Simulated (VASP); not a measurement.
# CoO (R-3m) in VASP: a series of runs

Aim: see how the results for CoO move with the level of theory and the settings. Levels: PBEsol, PBE, BLYP. Tasks: single point, relaxation of cell and atoms.

All numbers are computed with VASP 6.6.1; they aren't measurements. Logs are shortened: lines on timing, memory, paths and dates and some standing lists are left out, and cuts for length are marked.

**1. The cell of the first run**

It takes space group R-3m (No. 166, trigonal). The conventional cell has a = 3.011 Å, b = 3.011 Å, c = 7.320 Å, α = 90.00°, β = 90.00°, γ = 120.00°. Co (site symmetry -3m) has 6 O at 2.12 Å within 2.8 Å. O (site symmetry -3m) has 6 Co at 2.12 Å within 2.8 Å.

**2. Single point, PBEsol, collinear spin, ferromagnetic start**

The input, INCAR:

```
  PREC = Accurate
  ENCUT = 700
  EDIFF = 1E-6
  ISMEAR = -1
  SIGMA = 0.05
  LREAL = F
  LASPH = T
  NELM = 200
  ALGO = Normal
  ISIF = 2
  LWAVE = F
  LCHARG = F
  ISPIN = 2
  MAGMOM = 0.5 0
  LORBIT = 11
  NUPDOWN = 0.5
  LMAXMIX = 4
  GGA = PS
  NBANDS = 22
  GGA_COMPAT = F
```

The input, KPOINTS:

```
Automatic mesh
0
Gamma
  9 9 9
```

The input, POSCAR:

```
CoO
1.0
    1.5054695445      0.8691832468      2.4399269062
   -1.5054695445      0.8691832468      2.4399269062
    0.0000000000     -1.7383664936      2.4399269062
Co O
1 1
Direct
    0.0000000000      0.0000000000      0.0000000000
    0.5000000000      0.5000000000      0.5000000000
```

Potentials or basis: VASP PAW PBE potentials, release 64 (Co_sv, O).

Started as:

```sh
$ cat potpaw_PBE.64/Co_sv/POTCAR potpaw_PBE.64/O/POTCAR > POTCAR
$ mpirun -np 1 vasp_std > vasp.out
```

OUTCAR:

```text
PREC = Accurate
   ENCUT = 700
   EDIFF = 1E-6
   ISMEAR = -1
   LREAL = F
   LASPH = T
   NELM = 200
   ISIF = 2
   ISPIN = 2
   LORBIT = 11
   NUPDOWN = 0.5
   GGA = PS

 ion  position               nearest neighbor table
   1  0.000  0.000  0.000-   2 2.12   2 2.12   2 2.12   2 2.12   2 2.12   2 2.12
   2  0.500  0.500  0.500-   1 2.12   1 2.12   1 2.12   1 2.12   1 2.12   1 2.12

  LATTYP: Found a trigonal (rhomboedric) cell.
 ALAT       =     2.9958573687
 COS(alpha) =     0.4949531368

  Lattice vectors:

 A1 = (   1.5054695445,   0.8691832468,   2.4399269062)
 A2 = (  -1.5054695445,   0.8691832468,   2.4399269062)
 A3 = (   0.0000000000,  -1.7383664936,   2.4399269062)

Analysis of symmetry for initial positions (statically):
=====================================================================
 Subroutine PRICEL returns:
 Original cell was already a primitive cell.

 Routine SETGRP: Setting up the symmetry group for a
 trigonal (rhombohedral) supercell.

 Subroutine GETGRP returns: Found 12 space group operations
 (whereof 12 operations were pure point group operations)
 out of a pool of 12 trial point group operations.

The static configuration has the point symmetry D_3d.

Analysis of symmetry for dynamics (positions and initial velocities):
=====================================================================
 Subroutine PRICEL returns:
 Original cell was already a primitive cell.

 Routine SETGRP: Setting up the symmetry group for a
 trigonal (rhombohedral) supercell.

 Subroutine GETGRP returns: Found 12 space group operations
 (whereof 12 operations were pure point group operations)
 out of a pool of 12 trial point group operations.

The dynamic configuration has the point symmetry D_3d.

Analysis of structural, dynamic, and magnetic symmetry:
=====================================================================
 Subroutine PRICEL returns:
 Original cell was already a primitive cell.

 Routine SETGRP: Setting up the symmetry group for a
 trigonal (rhombohedral) supercell.

 Subroutine GETGRP returns: Found 12 space group operations
 (whereof 12 operations were pure point group operations)
 out of a pool of 12 trial point group operations.

The overall configuration has the point symmetry D_3d.

 Subroutine INISYM returns: Found 12 space group operations
 (whereof 12 operations are pure point group operations),
 and found     1 'primitive' translations

----------------------------------------------------------------------------------------

                                     Primitive cell

  volume of cell :      19.1563

  direct lattice vectors                    reciprocal lattice vectors
     1.505469544  0.869183247  2.439926906     0.332122295  0.191750896  0.136616114
    -1.505469544  0.869183247  2.439926906    -0.332122295  0.191750896  0.136616114
     0.000000000 -1.738366494  2.439926906     0.000000000 -0.383501793  0.136616114

  length of vectors
     2.995857369  2.995857369  2.995857369     0.407108816  0.407108816  0.407108816

  position of ions in fractional coordinates (direct lattice)
     0.000000000  0.000000000  0.000000000
     0.500000000  0.500000000  0.500000000

  ion indices of the primitive-cell ions
   primitive index   ion index
                 1           1
                 2           2

----------------------------------------------------------------------------------------

 KPOINTS: Automatic mesh

Automatic generation of k-mesh.
 Grid dimensions read from file:
 generate k-points for:    9    9    9

 Generating k-lattice:

  Cartesian coordinates                     Fractional coordinates (reciprocal lattice)
     0.036902477  0.021305655  0.015179568     0.111111111  0.000000000  0.000000000
    -0.036902477  0.021305655  0.015179568     0.000000000  0.111111111  0.000000000
     0.000000000 -0.042611310  0.015179568     0.000000000  0.000000000  0.111111111

  Length of vectors
     0.045234313  0.045234313  0.045234313

  Shift w.r.t. Gamma in fractional coordinates (k-lattice)
     0.000000000  0.000000000  0.000000000

 Subroutine IBZKPT returns following result:
 ===========================================

 Found     85 irreducible k-points:

 Following reciprocal coordinates:
            Coordinates               Weight
  0.000000  0.000000  0.000000      1.000000
  0.111111  0.000000 -0.000000      6.000000
  0.222222  0.000000  0.000000      6.000000
  0.333333  0.000000  0.000000      6.000000
  0.444444  0.000000  0.000000      6.000000
  0.111111  0.111111 -0.000000      6.000000
[... 16 lines left out ...]
 -0.333333  0.333333  0.000000      6.000000
  0.444444  0.444444  0.000000      6.000000
 [... further k-points ...]
   k-points           NKPTS =     85   k-points in BZ     NKDIM =     85   number of bands    NBANDS=     22
   number of dos      NEDOS =    301   number of ions     NIONS =      2
   total plane-waves  NPLWV =  21952
   dimension x,y,z NGX =    28 NGY =   28 NGZ =   28
   dimension x,y,z NGXF=    56 NGYF=   56 NGZF=   56
   ions per type =               1   1
   NGX,Y,Z   is equivalent  to a cutoff of  15.54, 15.54, 15.54 a.u.
   NGXF,Y,Z  is equivalent  to a cutoff of  31.08, 31.08, 31.08 a.u.
 SYSTEM =  unknown system
   PREC   = accura    normal or accurate (medium, high low for compatibility)
   ISTART =      0    job   : 0-new  1-cont  2-samecut
   ICHARG =      2    charge: 1-file 2-atom 10-const
   ISPIN  =      2    spin polarized calculation?
   LNONCOLLINEAR =      F non collinear calculations
   LSORBIT =      F    spin-orbit coupling
   LASPH  =      T    aspherical Exc in radial PAW
   ENCUT  =  700.0 eV  51.45 Ry    7.17 a.u.   6.46  6.46  6.46*2*pi/ulx,y,z
   NELM   =    200;   NELMIN=  2; NELMDL= -5     # of ELM steps
   EDIFF  = 0.1E-05   stopping-criterion for ELM
   LREAL  =      F    real-space projection
   EDIFFG = 0.1E-04   stopping-criterion for IOM
   NSW    =      0    number of steps for IOM
   IBRION =     -1    ionic relax: 0-MD 1-quasi-New 2-CG
   NFREE  =      0    steps in history (QN), initial steepest desc. (CG)
   ISIF   =      2    stress and relaxation
   ISYM   =      2    0-nonsym 1-usesym 2-fastsym
   POTIM  = 0.5000    time-step for ionic-motion
   TEBEG  =    0.0;   TEEND  =   0.0 temperature during run
   PSTRESS=    0.0 pullay stress
   NELECT =      23.0000    total number of electrons
   NUPDOWN=       0.5000    fix difference up-down
   EMIN   =  10.00;   EMAX   =-10.00  energy-range for DOS
   EFERMI =   0.00;   METHOD = LEGACY
   ISMEAR =    -1;   SIGMA  =   0.05  broadening in eV -4-tet -1-fermi 0-gaus
   EFERMI_NEDOS =   21; number of points for ismear=-14 and -15
   IALGO  =     38    algorithm
   IMIX   =      4    mixing-type and parameters
     AMIX     =   0.40;   BMIX     =  1.00
     AMIX_MAG =   1.60;   BMIX_MAG =  1.00
  volume/ion in A,a.u.               =       9.58        64.64
  Fermi-wavevector in a.u.,A,eV,Ry     =   1.739991  3.288106 41.192569  3.027568
  Thomas-Fermi vector in A             =   2.812726
   LORBIT       =     11    0 simple, 1 ext, 2 COOP (PROOUT), +10 PAW based schemes
   GGA     = PS    functional components
   LHFCALC =     F    Hartree Fock is set to
   AEXX    =    0.0000 exact exchange contribution
   IVDW    =     0    specifies the selected vdW correction
   LEPSILON=     F    determine dielectric tensor
   LRPA    =     F    only Hartree local field effects (RPA)
 spin polarized calculation
  energy-cutoff  :      700.00
  volume of cell :       19.16
 maximum number of plane-waves:       845
 NGX is ok and might be reduce to    28
   NGX = 13   NGY = 13   NGZ = 13

 number of electron      23.0000007 magnetization       0.5000001

 Free energy of the ion-electron system (eV)
  ---------------------------------------------------
  ext. energy  EPLUGINS =         0.00000000
  ---------------------------------------------------
  free energy    TOTEN  =       -13.61352414 eV

  energy without entropy =      -13.57990352  energy(sigma->0) =      -13.59671383

 E-fermi :   8.8097     XC(G=0): -13.0143

 val. band max:        8.7854388595   @ k =   0.4444   0.3333   0.1111
 cond. band min:       8.5484706540   @ k =  -0.1111   0.1111   0.0000
 fundamental gap:     -0.2369682055
 Fermi energy:         8.5140323259

 spin component 1

 k-point     1 :       0.0000    0.0000    0.0000
  band No.  band energies     occupation
      1     -85.9201      1.00000
      2     -49.3484      1.00000
      3     -49.3484      1.00000
      4     -49.3397      1.00000
      5     -11.6659      1.00000
      6       5.2992      1.00000
[... 14 lines left out ...]
     21      30.8517      0.00000
     22      33.9017      0.00000
[... 552 lines left out ...]
  band No.  band energies     occupation
      1     -85.9148      1.00000
      2     -49.3842      1.00000
      3     -49.3642      1.00000
      4     -49.3579      1.00000
      5     -10.4372      1.00000
      6       1.7006      1.00000
[... 14 lines left out ...]
     21      40.1103      0.00000
     22      40.1499      0.00000

 [... further k-points ...]

 spin component 2

 k-point     1 :       0.0000    0.0000    0.0000
  band No.  band energies     occupation
      1     -85.3192      1.00000
      2     -48.7600      1.00000
      3     -48.7600      1.00000
      4     -48.7516      1.00000
      5     -11.6658      1.00000
      6       5.2898      1.00000
[... 14 lines left out ...]
     21      31.0471      0.00000
     22      34.1376      0.00000
[... 552 lines left out ...]
  band No.  band energies     occupation
      1     -85.3138      1.00000
      2     -48.7972      1.00000
      3     -48.7763      1.00000
      4     -48.7703      1.00000
      5     -10.4367      1.00000
      6       1.7255      1.00000
[... 14 lines left out ...]
     21      40.1207      0.00000
     22      40.1593      0.00000

 [... further k-points ...]

------------------------ aborting loop because EDIFF is reached ----------------------------------------

  FORCE on cell =-STRESS in cart. coord.  units (eV):
  Direction    XX          YY          ZZ          XY          YZ          ZX
  --------------------------------------------------------------------------------------
  -------------------------------------------------------------------------------------
  Total       -3.2612424     -3.2612424     -3.2107773      0.0000000      0.0000000      0.0000000
  in kB     -272.7610002   -272.7610002   -268.5402477      0.0000000      0.0000000      0.0000000
  external PRESSURE =    -271.3540827 kB  Pullay stress =       0.0000000 kB

 VOLUME and BASIS-vectors are now :
 -----------------------------------------------------------------------------
  energy-cutoff  :      700.00
  volume of cell :       19.16
      direct lattice vectors                 reciprocal lattice vectors
     1.505469544  0.869183247  2.439926906     0.332122295  0.191750896  0.136616114
    -1.505469544  0.869183247  2.439926906    -0.332122295  0.191750896  0.136616114
     0.000000000 -1.738366494  2.439926906     0.000000000 -0.383501793  0.136616114

 POSITION                                       TOTAL-FORCE (eV/Angst)
 -----------------------------------------------------------------------------------
      0.00000      0.00000      0.00000         0.000000      0.000000     -0.000000
      0.00000      0.00000      3.65989        -0.000000      0.000000      0.000000
 -----------------------------------------------------------------------------------
    total drift:                                0.000000      0.000000      0.000000

  FREE ENERGIE OF THE ION-ELECTRON SYSTEM (eV)
  ---------------------------------------------------
  free  energy   TOTEN  =       -13.6135241426 eV

  energy  without entropy=      -13.5799035160  energy(sigma->0) =      -13.59671383

 total charge

# of ion       s       p       d       tot
------------------------------------------
    1        2.132   6.049   6.792  14.973
    2        1.550   3.342   0.000   4.892
--------------------------------------------------
tot          3.682   9.391   6.792  19.865

 magnetization (x)

# of ion       s       p       d       tot
------------------------------------------
    1        0.005   0.002   0.483   0.490
    2        0.013  -0.025   0.000  -0.012
--------------------------------------------------
tot          0.018  -0.023   0.483   0.478
```

It took 74 s on 1 thread of Intel Xeon Platinum 8488C (Sapphire Rapids), shared host; peak memory 0.23 GiB.

Results:

```
Free energy                                           : -13.6135 eV
Pressure                                              : -27.1 GPa
Net moment                                            : 0.50 μB per cell
Site moments                                          : Co +0.49; O -0.01 μB
Valence electrons inside the program's atomic spheres : Co 14.97; O 4.89
```

Stress tensor (GPa, compression positive):
```
-27.28   0.00   0.00
  0.00 -27.28   0.00
  0.00   0.00 -26.85
```

Caveat: the cell stands under tension; the PAW data sets were made with another functional, which shifts forces and pressure a little; the total moment is fixed, so each spin has its own Fermi level and the state may be an excited one; a cell with one magnetic atom can't hold antiferromagnetic order, which such compounds often take.

**3. Single point, PBE, collinear spin, ferromagnetic start**

This run uses another cell than the first one, of 9.77 Å³/atom.

The input, INCAR:

```
PREC = Accurate
ENCUT = 700
EDIFF = 1E-6
ISMEAR = -1
SIGMA = 0.05
LREAL = False
LASPH = True
NELM = 200
ALGO = Normal
ISIF = 2
LWAVE = False
LCHARG = False
ISPIN = 2
MAGMOM = 2 0
LORBIT = 11
LMAXMIX = 4
GGA = PE
NBANDS = 22
GGA_COMPAT = False
```

The input, KPOINTS:

```
regular mesh
0
Gamma
  11 11 11
```

The input, POSCAR:

```
CoO
1.0
    1.5154398320      0.8749395950      2.4560858334
   -1.5154398320      0.8749395950      2.4560858334
    0.0000000000     -1.7498791900      2.4560858334
Co O
1 1
Direct
    0.0000000000      0.0000000000      0.0000000000
    0.5000000000      0.5000000000      0.5000000000
```

Potentials or basis: VASP PAW PBE potentials, release 64 (Co_sv, O).

Started as:

```sh
$ cat potpaw_PBE.64/Co_sv/POTCAR potpaw_PBE.64/O/POTCAR > POTCAR
$ mpirun -np 1 vasp_std > vasp.out
```

Run time: 5.3 min. Hardware: 1 thread of AMD EPYC 7R43 (Zen 3), shared host; peak memory 0.24 GiB.

Results (log left out):

```yaml
Free_energy: -13.1434 eV
Pressure: -4.3 GPa
Net_moment: 2.94 μB per cell
Site_moments: Co +2.53; O +0.30 μB
Valence_electrons_inside_the_program's_atomic_spheres: Co 14.87; O 4.98
```

Stress tensor (GPa, compression positive):
```
-4.20  0.00  0.00
 0.00 -4.20  0.00
 0.00  0.00 -4.60
```

Levels at points of the mesh, in eV from the Fermi level:
Spin up:
| k point | band 10 | band 11 | band 12 | band 13 | band 14 | band 15 | band 16 | band 17 |
| --- | --- | --- | --- | --- | --- | --- | --- | --- |
| (0.00, 0.00, 0.00) | -3.09 | -3.09 | -3.09 | -3.04 | 0.87 | 16.73 | 17.87 | 17.87 |
Spin down:
```tsv
k point	band 8	band 9	band 10	band 11	band 12	band 13
(0.00, 0.00, 0.00)	-2.53	-1.09	-1.09	-1.07	0.10	0.10
```

Caveat: the cell stands under tension; a cell with one magnetic atom can't hold antiferromagnetic order, which such compounds often take; semilocal functionals often make such compounds metallic where correlation or magnetic order opens a gap, which also shifts bond lengths. With open d or f shells a metallic result of PBE can be an artefact of self-interaction; +U or a hybrid may open a gap.

[end of part 1 of 2]
